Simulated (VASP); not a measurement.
# S (I4/mmm) in VASP: further runs

The runs below take S through single point, with PBEsol.

Program: VASP 6.6.1. These are calculated values, not measurements. Logs are shortened: lines on timing, memory, paths and dates and some standing lists are left out, and cuts for length are marked.

**1. The cell of the first run**

Symmetry: I4/mmm, No. 139, tetragonal system. Conventional cell: a = 2.732 Å, b = 2.732 Å, c = 4.250 Å, α = 90.00°, β = 90.00°, γ = 90.00°. S (site symmetry 4/mmm) has 12 S at 2.73 to 2.87 Å within 3.6 Å.

**2. Single point, PBEsol**

File INCAR:

```
PREC     = Accurate       # precision mode
ENCUT    = 520            # plane-wave cutoff, eV
EDIFF    = 1E-6           # SCF threshold, eV
ISMEAR   = 0              # smearing method
SIGMA    = 0.15           # smearing width, eV
LREAL    = False          # projectors in reciprocal space
LASPH    = True           # aspherical terms in the spheres
NELM     = 100            # most SCF steps
ALGO     = Normal         # electronic algorithm
ISIF     = 2              # what is computed and relaxed
LWAVE    = False          # write WAVECAR
LCHARG   = False          # write CHGCAR
GGA      = PS             # functional
NBANDS   = 9              # bands
```

File KPOINTS:

```
regular mesh
0
Gamma
  22 22 22
```

File POSCAR:

```
S
1.0
    0.0000000000      1.9319856250      2.1251841875
    1.9319856250      0.0000000000      2.1251841875
    1.9319856250      1.9319856250      0.0000000000
S
1
Direct
    0.0000000000      0.0000000000      0.0000000000
```

Potentials or basis: VASP PAW PBE potentials, release 64 (S).

The run is started by

```bash
$ cat potpaw_PBE.64/S/POTCAR > POTCAR
$ mpirun -np 1 vasp_std > vasp.out
```

OUTCAR:

```text
PREC = Accurate
   ENCUT = 520
   EDIFF = 1E-6
   ISMEAR = 0
   LREAL = False
   LASPH = True
   NELM = 100
   ISIF = 2
   GGA = PS

 ion  position               nearest neighbor table
   1  0.000  0.000  0.000-

  LATTYP: Found a body centered tetragonal cell.
 ALAT       =     2.7322402732
 C/A-ratio  =     1.5556349186

  Lattice vectors:

 A1 = (  -1.9319856250,   0.0000000000,   2.1251841875)
 A2 = (   1.9319856250,   0.0000000000,   2.1251841875)
 A3 = (   0.0000000000,   1.9319856250,  -2.1251841875)

Analysis of symmetry for initial positions (statically):
=====================================================================
 Subroutine PRICEL returns:
 Original cell was already a primitive cell.

 Routine SETGRP: Setting up the symmetry group for a
 body centered tetragonal supercell.

 Subroutine GETGRP returns: Found 16 space group operations
 (whereof 16 operations were pure point group operations)
 out of a pool of 16 trial point group operations.

The static configuration has the point symmetry D_4h.

Analysis of symmetry for dynamics (positions and initial velocities):
=====================================================================
 Subroutine PRICEL returns:
 Original cell was already a primitive cell.

 Routine SETGRP: Setting up the symmetry group for a
 body centered tetragonal supercell.

 Subroutine GETGRP returns: Found 16 space group operations
 (whereof 16 operations were pure point group operations)
 out of a pool of 16 trial point group operations.

The dynamic configuration has the point symmetry D_4h.

 Subroutine INISYM returns: Found 16 space group operations
 (whereof 16 operations are pure point group operations),
 and found     1 'primitive' translations

----------------------------------------------------------------------------------------

                                     Primitive cell

  volume of cell :      15.8648

  direct lattice vectors                    reciprocal lattice vectors
     0.000000000  1.931985625  2.125184187    -0.258801097  0.258801097  0.235273725
     1.931985625  0.000000000  2.125184187     0.258801097 -0.258801097  0.235273725
     1.931985625  1.931985625  0.000000000     0.258801097  0.258801097 -0.235273725

  length of vectors
     2.872103112  2.872103112  2.732240273     0.435097393  0.435097393  0.435097393

  position of ions in fractional coordinates (direct lattice)
     0.000000000  0.000000000  0.000000000

  ion indices of the primitive-cell ions
   primitive index   ion index
                 1           1

----------------------------------------------------------------------------------------

 KPOINTS: regular mesh

Automatic generation of k-mesh.
 Grid dimensions read from file:
 generate k-points for:   22   22   22

 Generating k-lattice:

  Cartesian coordinates                     Fractional coordinates (reciprocal lattice)
    -0.011763686  0.011763686  0.010694260     0.045454545  0.000000000  0.000000000
     0.011763686 -0.011763686  0.010694260     0.000000000  0.045454545  0.000000000
     0.011763686  0.011763686 -0.010694260     0.000000000  0.000000000  0.045454545

  Length of vectors
     0.019777154  0.019777154  0.019777154

  Shift w.r.t. Gamma in fractional coordinates (k-lattice)
     0.000000000  0.000000000  0.000000000

 Subroutine IBZKPT returns following result:
 ===========================================

 Found    834 irreducible k-points:

 Following reciprocal coordinates:
            Coordinates               Weight
  0.000000  0.000000  0.000000      1.000000
  0.045455  0.000000  0.000000      8.000000
  0.090909  0.000000  0.000000      8.000000
  0.136364 -0.000000  0.000000      8.000000
  0.181818  0.000000  0.000000      8.000000
  0.227273 -0.000000  0.000000      8.000000
[... 16 lines left out ...]
  0.500000  0.045455  0.000000      8.000000
 -0.454545  0.045455  0.000000      8.000000
 [... further k-points ...]
   k-points           NKPTS =    834   k-points in BZ     NKDIM =    834   number of bands    NBANDS=      9
   number of dos      NEDOS =    301   number of ions     NIONS =      1
   total plane-waves  NPLWV =  11520
   dimension x,y,z NGX =    24 NGY =   24 NGZ =   20
   dimension x,y,z NGXF=    48 NGYF=   48 NGZF=   40
   ions per type =               1
   NGX,Y,Z   is equivalent  to a cutoff of  13.89, 13.89, 12.17 a.u.
   NGXF,Y,Z  is equivalent  to a cutoff of  27.78, 27.78, 24.34 a.u.
 SYSTEM =  unknown system
   PREC   = accura    normal or accurate (medium, high low for compatibility)
   ISTART =      0    job   : 0-new  1-cont  2-samecut
   ICHARG =      2    charge: 1-file 2-atom 10-const
   ISPIN  =      1    spin polarized calculation?
   LNONCOLLINEAR =      F non collinear calculations
   LSORBIT =      F    spin-orbit coupling
   LASPH  =      T    aspherical Exc in radial PAW
   ENCUT  =  520.0 eV  38.22 Ry    6.18 a.u.   5.34  5.34  5.08*2*pi/ulx,y,z
   NELM   =    100;   NELMIN=  2; NELMDL= -5     # of ELM steps
   EDIFF  = 0.1E-05   stopping-criterion for ELM
   LREAL  =      F    real-space projection
[... 7 lines left out ...]
   TEBEG  =    0.0;   TEEND  =   0.0 temperature during run
   PSTRESS=    0.0 pullay stress
   NELECT =       6.0000    total number of electrons
   NUPDOWN=      -1.0000    fix difference up-down
   EMIN   =  10.00;   EMAX   =-10.00  energy-range for DOS
   EFERMI =   0.00;   METHOD = LEGACY
   ISMEAR =     0;   SIGMA  =   0.15  broadening in eV -4-tet -1-fermi 0-gaus
   EFERMI_NEDOS =   21; number of points for ismear=-14 and -15
   IALGO  =     38    algorithm
   IMIX   =      4    mixing-type and parameters
     AMIX     =   0.40;   BMIX     =  1.00
     AMIX_MAG =   1.60;   BMIX_MAG =  1.00
  volume/ion in A,a.u.               =      15.86       107.06
  Fermi-wavevector in a.u.,A,eV,Ry     =   1.183897  2.237240 19.070080  1.401611
  Thomas-Fermi vector in A             =   2.320122
   LORBIT       =      0    0 simple, 1 ext, 2 COOP (PROOUT), +10 PAW based schemes
   GGA     = PS    functional components
   LHFCALC =     F    Hartree Fock is set to
   AEXX    =    0.0000 exact exchange contribution
   IVDW    =     0    specifies the selected vdW correction
   LEPSILON=     F    determine dielectric tensor
   LRPA    =     F    only Hartree local field effects (RPA)
 non-spin polarized calculation
 Gauss-broadening in eV      SIGMA  =   0.15
  energy-cutoff  :      520.00
  volume of cell :       15.86
 maximum number of plane-waves:       441
 NGX is ok and might be reduce to    24

 number of electron       6.0000000 magnetization

 Free energy of the ion-electron system (eV)
  ---------------------------------------------------
  ext. energy  EPLUGINS =         0.00000000
  ---------------------------------------------------
  free energy    TOTEN  =        -3.35012727 eV

  energy without entropy =       -3.34032584  energy(sigma->0) =       -3.34522655

 E-fermi :   7.4071     XC(G=0): -11.2984

 val. band max:        7.3995805629   @ k =   0.4545   0.0909   0.3182
 cond. band min:       7.4148188258   @ k =  -0.4091   0.0000   0.1364
 fundamental gap:      0.0152382629
 Fermi energy:         7.4071351322

 k-point     1 :       0.0000    0.0000    0.0000
  band No.  band energies     occupation
      1      -9.3427      2.00000
      2      10.4247      0.00000
      3      10.6463      0.00000
      4      10.6463      0.00000
      5      18.7000      0.00000
      6      20.0273      0.00000
      7      20.0273      0.00000
      8      21.5090      0.00000
      9      23.0083      0.00000

 k-point     2 :       0.0455    0.0000    0.0000
  band No.  band energies     occupation
      1      -9.2934      2.00000
      2      10.2526      0.00000
      3      10.4741      0.00000
      4      10.6259      0.00000
      5      18.7859      0.00000
      6      19.9071      0.00000
      7      20.1102      0.00000
      8      21.6713      0.00000
      9      22.9072      0.00000

 k-point     3 :       0.0909    0.0000    0.0000
  band No.  band energies     occupation
      1      -9.1462      2.00000
      2       9.5110      0.00000
      3      10.2773      0.00000
      4      10.5686      0.00000
      5      18.9059      0.00000
      6      19.6521      0.00000
      7      20.3447      0.00000
      8      22.1534      0.00000
      9      22.7269      0.00000

 k-point     4 :       0.1364   -0.0000    0.0000
  band No.  band energies     occupation
      1      -8.9026      2.00000
      2       8.4107      0.00000
      3      10.0430      0.00000
      4      10.4841      0.00000
      5      18.6760      0.00000
      6      19.5999      0.00000
      7      20.6809      0.00000
      8      22.5640      0.00000
      9      23.0185      0.00000
[... 205 lines left out ...]
 k-point    22 :       0.4545    0.0455    0.0000
  band No.  band energies     occupation
      1      -5.5310      2.00000
      2       0.4997      2.00000
      3       8.3879      0.00000
      4       9.8456      0.00000
      5      16.5223      0.00000
      6      18.2160      0.00000
      7      20.0415      0.00000
      8      25.0111      0.00000
      9      28.3552      0.00000

 k-point    23 :       0.5000    0.0455    0.0000
  band No.  band energies     occupation
      1      -5.2035      2.00000
      2       0.0129      2.00000
      3       8.2956      0.00000
      4       9.8942      0.00000
      5      16.4234      0.00000
      6      18.2994      0.00000
      7      19.8559      0.00000
      8      24.8405      0.00000
      9      28.5686      0.00000

 k-point    24 :      -0.4545    0.0455    0.0000
  band No.  band energies     occupation
      1      -5.2347      2.00000
      2       0.0567      2.00000
      3       8.2641      0.00000
      4       9.9636      0.00000
      5      16.4154      0.00000
      6      18.4447      0.00000
      7      19.7948      0.00000
      8      24.7698      0.00000
      9      28.1621      0.00000

 [... further k-points ...]

------------------------ aborting loop because EDIFF is reached ----------------------------------------

  FORCE on cell =-STRESS in cart. coord.  units (eV):
  Direction    XX          YY          ZZ          XY          YZ          ZX
  --------------------------------------------------------------------------------------
  -------------------------------------------------------------------------------------
  Total       -0.7793939     -0.7793939      0.0525375      0.0000000      0.0000000     -0.0000000
  in kB      -78.7106043    -78.7106043      5.3057316      0.0000000      0.0000000     -0.0000000
  external PRESSURE =     -50.7051590 kB  Pullay stress =       0.0000000 kB

 VOLUME and BASIS-vectors are now :
 -----------------------------------------------------------------------------
  energy-cutoff  :      520.00
  volume of cell :       15.86
      direct lattice vectors                 reciprocal lattice vectors
     0.000000000  1.931985625  2.125184187    -0.258801097  0.258801097  0.235273725
     1.931985625  0.000000000  2.125184187     0.258801097 -0.258801097  0.235273725
     1.931985625  1.931985625  0.000000000     0.258801097  0.258801097 -0.235273725

 POSITION                                       TOTAL-FORCE (eV/Angst)
 -----------------------------------------------------------------------------------
      0.00000      0.00000      0.00000         0.000000     -0.000000      0.000000
 -----------------------------------------------------------------------------------
    total drift:                                0.000000     -0.000000     -0.000000

  FREE ENERGIE OF THE ION-ELECTRON SYSTEM (eV)
  ---------------------------------------------------
  free  energy   TOTEN  =        -3.3501272651 eV

  energy  without entropy=       -3.3403258368  energy(sigma->0) =       -3.34522655
```

Wall time 31 s (1 thread of Intel Xeon Platinum 8559C (Emerald Rapids), shared host); peak memory 0.21 GiB.

Results:

```
Free energy            : -3.3501 eV
Pressure               : -5.1 GPa
Band gap on the k mesh : zero (band 3 reaches 10.65 eV, above the bottom of band 4 at 4.59 eV)
```

Stress tensor (GPa, compression positive):
```
-7.87  0.00  0.00
 0.00 -7.87  0.00
 0.00  0.00  0.53
```

Levels at points of the mesh, in eV from the Fermi level:
| k point | band 1 | band 2 | band 3 | band 4 | band 5 | band 6 |
| --- | --- | --- | --- | --- | --- | --- |
| (0.00, 0.00, 0.00) | -16.75 | 3.02 | 3.24 | 3.24 | 11.29 | 12.62 |
| (0.50, 0.00, 0.00) | -12.61 | -7.49 | 1.16 | 2.57 | 8.70 | 11.11 |
| (0.50, 0.50, 0.00) | -11.83 | -6.92 | -0.02 | -0.02 | 6.25 | 6.34 |
| (0.50, 0.00, 0.50) | -10.53 | -6.23 | -1.70 | -0.75 | 4.82 | 5.64 |

Caveat: the PAW data sets were made with another functional, which shifts forces and pressure a little.

**3. Single point, PBEsol**

This run uses another cell than the first one, of the same volume but with other edges.

File INCAR:

```
SYSTEM = S
PREC = Accurate
ENCUT = 520
EDIFF = 1E-7
ISMEAR = 0
SIGMA = 0.15
LREAL = .False.
LASPH = .True.
NELM = 100
ALGO = Normal
ISIF = 2
LWAVE = .False.
LCHARG = .False.
GGA = PS
NBANDS = 9
```

File KPOINTS:

```
regular mesh
0
Gamma
  22 22 22
  0 0 0
```

File POSCAR:

```
S
1.0
    0.0000000000      2.3023092951      1.4965010418
    2.3023092951      0.0000000000      1.4965010418
    2.3023092951      2.3023092951      0.0000000000
S
1
Direct
    0.0000000000      0.0000000000      0.0000000000
```

Potentials or basis: VASP PAW PBE potentials, release 64 (S).

The run is started by

```bash
$ cat potpaw_PBE.64/S/POTCAR > POTCAR
$ mpirun -np 1 vasp_std > vasp.out
```

OUTCAR:

```text
SYSTEM = S
   PREC = Accurate
   ENCUT = 520
   EDIFF = 1E-7
   ISMEAR = 0
   LREAL = .False.
   LASPH = .True.
   NELM = 100
   ISIF = 2
   GGA = PS

 ion  position               nearest neighbor table
   1  0.000  0.000  0.000-

  LATTYP: Found a body centered tetragonal cell.
 ALAT       =     3.2559570299
 C/A-ratio  =     0.9192388155

  Lattice vectors:

 A1 = (   0.0000000000,  -2.3023092951,  -1.4965010418)
 A2 = (   0.0000000000,   2.3023092951,  -1.4965010418)
 A3 = (   2.3023092951,   0.0000000000,   1.4965010418)

Analysis of symmetry for initial positions (statically):
=====================================================================
 Subroutine PRICEL returns:
 Original cell was already a primitive cell.

 Routine SETGRP: Setting up the symmetry group for a
 body centered tetragonal supercell.

 Subroutine GETGRP returns: Found 16 space group operations
 (whereof 16 operations were pure point group operations)
[... 163 lines left out ...]

 val. band max:        7.5044767500   @ k =  -0.4091   0.2727   0.0909
 cond. band min:       7.5124990548   @ k =   0.2727   0.1818   0.0000
 fundamental gap:      0.0080223048
 Fermi energy:         7.5073458065

 k-point     1 :       0.0000    0.0000    0.0000
  band No.  band energies     occupation
      1      -9.3272      2.00000
      2      10.4857      0.00000
      3      10.4857      0.00000
      4      10.8181      0.00000
      5      18.7497      0.00000
      6      20.4625      0.00000
      7      20.4625      0.00000
      8      21.4200      0.00000
      9      22.5843      0.00000
[... 265 lines left out ...]
 k-point    24 :      -0.4545    0.0455    0.0000
  band No.  band energies     occupation
      1      -4.9335      2.00000
      2       0.5927      2.00000
      3       7.1889      1.99732
      4       9.1743      0.00000
      5      14.9855      0.00000
      6      15.6678      0.00000
      7      24.7233      0.00000
      8      25.9635      0.00000
      9      28.3248      0.00000

 [... further k-points ...]

------------------------ aborting loop because EDIFF is reached ----------------------------------------

  FORCE on cell =-STRESS in cart. coord.  units (eV):
  Direction    XX          YY          ZZ          XY          YZ          ZX
  --------------------------------------------------------------------------------------
  -------------------------------------------------------------------------------------
  Total       -0.7806593     -0.7806593     -0.0162845      0.0000000     -0.0000000      0.0000000
  in kB      -78.8383975    -78.8383975     -1.6445628      0.0000000     -0.0000000      0.0000000
  external PRESSURE =     -53.1071193 kB  Pullay stress =       0.0000000 kB

 VOLUME and BASIS-vectors are now :
 -----------------------------------------------------------------------------
  energy-cutoff  :      520.00
  volume of cell :       15.86
      direct lattice vectors                 reciprocal lattice vectors
     0.000000000  2.302309295  1.496501042    -0.217173253  0.217173253  0.334112698
     2.302309295  0.000000000  1.496501042     0.217173253 -0.217173253  0.334112698
     2.302309295  2.302309295  0.000000000     0.217173253  0.217173253 -0.334112698

 POSITION                                       TOTAL-FORCE (eV/Angst)
 -----------------------------------------------------------------------------------
      0.00000      0.00000      0.00000         0.000000      0.000000     -0.000000
 -----------------------------------------------------------------------------------
    total drift:                                0.000000     -0.000000     -0.000000

  FREE ENERGIE OF THE ION-ELECTRON SYSTEM (eV)
  ---------------------------------------------------
  free  energy   TOTEN  =        -3.4702688003 eV

  energy  without entropy=       -3.4634598139  energy(sigma->0) =       -3.46686431
```

stdout:

```text
POSCAR found type information on POSCAR S
 POSCAR found :  1 types and       1 ions
 scaLAPACK will be used
 -----------------------------------------------------------------------------
|                                                                             |
|                                                                             |
|     You enforced a specific xc type in the INCAR file but a different       |
|     I HOPE YOU KNOW WHAT YOU ARE DOING!                                     |
|                                                                             |
 -----------------------------------------------------------------------------

 LDA part: xc-table for (Slater+PW92), standard interpolation
 POSCAR, INCAR and KPOINTS ok, starting setup
 FFT: planning ... GRIDC
 FFT: planning ... GRID_SOFT
 FFT: planning ... GRID
 WAVECAR not read
 entering main loop
```

It took 37 s on 1 thread of Intel Xeon Platinum 8559C (Emerald Rapids), shared host; peak memory 0.2 GiB.

What came out:

- Free energy: -3.4703 eV
- Pressure: -5.3 GPa
- Band gap on the k mesh: zero (band 3 reaches 10.49 eV, above the bottom of band 4 at 3.82 eV)

Caveat: the PAW data sets were made with another functional, which shifts forces and pressure a little.
